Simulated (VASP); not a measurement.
# SrTiO3: vibrations by perturbation theory with PBE

SrTiO3:

```xyz
5
Lattice="3.9365 0.0000 0.0000 0.0000 3.9365 0.0000 0.0000 0.0000 3.9365" Properties=species:S:1:pos:R:3 pbc="T T T"
Sr    0.0000    0.0000    0.0000
Ti    1.9683    1.9683    1.9683
O     1.9683    0.0000    1.9683
O     1.9683    1.9683    0.0000
O     0.0000    1.9683    1.9683
```

| Quantity | Value |
| --- | --- |
| Program | VASP 6.6.1 |
| Task | vibrations by perturbation theory |
| Functional | PBE |
| Potentials or basis | VASP PAW PBE potentials, release 64 (Sr_sv, Ti_sv, O) |
| Cutoff | 600 eV |
| k mesh | 6 × 6 × 6 |
| Occupations | gaussian, width 0.01 eV |
| Spin | no spin polarisation |
| Dipole correction | no |
| Further INCAR settings | ALGO = Normal; EDIFF = 1e-08; NBANDS = 28; IBRION = 8; NSW = 1 |

- Electronic dielectric tensor (diagonal): 6.39
- Born charges (mean of the diagonal): Sr +2.55; Ti +7.42; O -3.32 e
- Highest phonon frequency at Γ, LO-TO splitting left out: 512 cm⁻¹
- Most unstable mode: 131i cm⁻¹

Phonon frequencies in cm⁻¹ (negative: imaginary):
| q point | frequencies |
| --- | --- |
| (0.000, 0.000, 0.000) | -131 -131 -131 0 0 0 147 147 147 232 232 232 512 512 512 |

Electronic dielectric tensor:
```
6.39 0.00 0.00
0.00 6.39 0.00
0.00 0.00 6.39
```

Born effective charge tensors (e):
atom 1, Sr
```
2.55 0.00 0.00
0.00 2.55 0.00
0.00 0.00 2.55
```
atom 2, Ti
```
7.42 0.00 0.00
0.00 7.42 0.00
0.00 0.00 7.42
```
atom 3, O
```
-2.03  0.00  0.00
 0.00 -5.91  0.00
 0.00  0.00 -2.03
```
atom 4, O
```
-2.03  0.00  0.00
 0.00 -2.03  0.00
 0.00  0.00 -5.91
```
atom 5, O
```
-5.91  0.00  0.00
 0.00 -2.03  0.00
 0.00  0.00 -2.03
```

It took 55 min on 1 thread of Intel Xeon 8259CL, with other jobs on the host, peak memory 0.59 GiB.

Caveat: some modes are imaginary.
